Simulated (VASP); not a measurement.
# Co2Si: relaxation of cell and atoms with PBE

Co2Si:

```
Co Si
1.0
     4.88091    0.00000    0.00000
     0.00000    3.71313    0.00000
     0.00000    0.00000    7.03864
Co Si
8 4
Direct
  0.82680 0.75000 0.43523
  0.67320 0.25000 0.93523
  0.46381 0.75000 0.71746
  0.03619 0.25000 0.21746
  0.32680 0.75000 0.06477
  0.17320 0.25000 0.56477
  0.96381 0.75000 0.78254
  0.53619 0.25000 0.28254
  0.70223 0.25000 0.60535
  0.79777 0.75000 0.10535
  0.20223 0.25000 0.89465
  0.29777 0.75000 0.39465
```

- Program: VASP 6.6.1
- Task: relaxation of cell and atoms
- Functional: PBE
- Potentials or basis: VASP PAW PBE potentials, release 64 (Co, Si)
- Cutoff: 600 eV
- k mesh: 6 × 8 × 6
- Occupations: gaussian, width 0.1 eV
- Spin: no spin polarisation
- Dipole correction: no
- Further INCAR settings: ALGO = Fast; EDIFF = 1e-06; IBRION = 2; EDIFFG = -0.01; NSW = 60; ISIF = 3

| Property | Result |
| --- | --- |
| Relaxed volume | 10.60 Å³/atom |
| Relaxed cell | a = 4.872 Å, b = 3.702 Å, c = 7.050 Å, α = 90.00°, β = 90.00°, γ = 90.00° |
| Space group after relaxing (to 0.1 Å) | Pnma (No. 62) |
| Energy gained by relaxing | 0.3 meV/atom |
| Ionic steps | 13 |
| Pressure after relaxing | 0.0 GPa |
| Largest force after relaxing | 0.010 eV/Å |
| Band gap on the k mesh | zero (bands 44 and 45 overlap by 0.14 eV) |

Forces on the atoms (eV/Å):
```
Co   0.009  0.000  0.003
Co  -0.009  0.000  0.003
Co  -0.002  0.000 -0.001
Co   0.002  0.000 -0.001
Co   0.009  0.000 -0.003
Co  -0.009  0.000 -0.003
Co  -0.002  0.000  0.001
Co   0.002  0.000  0.001
Si  -0.003  0.000  0.003
Si   0.003  0.000  0.003
Si  -0.003  0.000 -0.003
Si   0.003  0.000 -0.003
```

Stress tensor (GPa, compression positive):
```
-0.04  0.00  0.00
 0.00  0.08  0.00
 0.00  0.00  0.10
```

The path:
```
step  energy change (eV)  largest force (eV/Å)  pressure (GPa)  volume (Å³)
   1              0.0000                0.0498           -0.71       127.56
   2             -0.0008                0.0448            0.86       126.70
   3             -0.0016                0.0468            0.23       127.07
   4             -0.0025                0.0337            0.18       127.15
   5             -0.0026                0.0246            0.06       127.20
   6             -0.0029                0.0165           -0.17       127.30
   7             -0.0029                0.0172           -0.27       127.33
   8             -0.0030                0.0156           -0.14       127.28
   9             -0.0031                0.0150           -0.10       127.25
  10             -0.0031                0.0152            0.01       127.19
  11             -0.0031                0.0163           -0.07       127.20
  12             -0.0031                0.0151           -0.07       127.20
  13             -0.0031                0.0095            0.05       127.17
```

Final structure:
```yaml
crystal:
  lattice:
    - [4.87211, 0.00000, 0.00000]
    - [0.00000, 3.70216, 0.00000]
    - [0.00000, 0.00000, 7.05030]
  atoms:
    - { symbol: Co, position: [0.82716, 0.75000, 0.43503] }
    - { symbol: Co, position: [0.67284, 0.25000, 0.93503] }
    - { symbol: Co, position: [0.46162, 0.75000, 0.71748] }
    - { symbol: Co, position: [0.03838, 0.25000, 0.21748] }
    - { symbol: Co, position: [0.32715, 0.75000, 0.06497] }
    - { symbol: Co, position: [0.17284, 0.25000, 0.56497] }
    - { symbol: Co, position: [0.96162, 0.75000, 0.78252] }
    - { symbol: Co, position: [0.53838, 0.25000, 0.28252] }
    - { symbol: Si, position: [0.70179, 0.25000, 0.60590] }
    - { symbol: Si, position: [0.79821, 0.75000, 0.10590] }
    - { symbol: Si, position: [0.20179, 0.25000, 0.89410] }
    - { symbol: Si, position: [0.29821, 0.75000, 0.39410] }
```

Levels at points of the mesh, in eV from the Fermi level:
```
           k point  band 40  band 41  band 42  band 43  band 44  band 45  band 46  band 47  band 48  band 49
(0.00, 0.00, 0.00)    -0.40    -0.38    -0.32    -0.21    -0.04     0.06     0.09     0.45     0.90     1.61
(0.50, 0.00, 0.00)    -0.43    -0.25    -0.25    -0.20    -0.20     0.07     0.07     2.21     2.21     2.79
(0.00, 0.50, 0.00)    -0.81    -0.79    -0.79    -0.42    -0.42     0.08     0.08     0.08     0.08     1.76
(0.50, 0.50, 0.00)    -0.92    -0.46    -0.46    -0.46    -0.46     0.27     0.27     0.27     0.27     1.08
(0.00, 0.00, 0.50)    -0.55    -0.15    -0.15    -0.02    -0.02    -0.01    -0.01     0.61     0.61     1.22
(0.50, 0.00, 0.50)    -0.36    -0.34    -0.34     0.08     0.08     0.53     0.53     1.07     1.07     2.77
(0.00, 0.50, 0.50)    -0.88    -0.76    -0.76    -0.33    -0.33     0.03     0.03     0.53     0.53     0.69
(0.50, 0.50, 0.50)    -0.95    -0.57    -0.57    -0.57    -0.57     0.33     0.33     0.33     0.33     1.53
```

It took 2 h on 1 thread of Oxide Virtual Turin-like Processor (shared host), peak memory 0.55 GiB.

Caveat: the run has no spin polarisation, though such a crystal can be magnetic. Spin polarisation is off, so any magnetic state and its effect on volume and gap are missing.
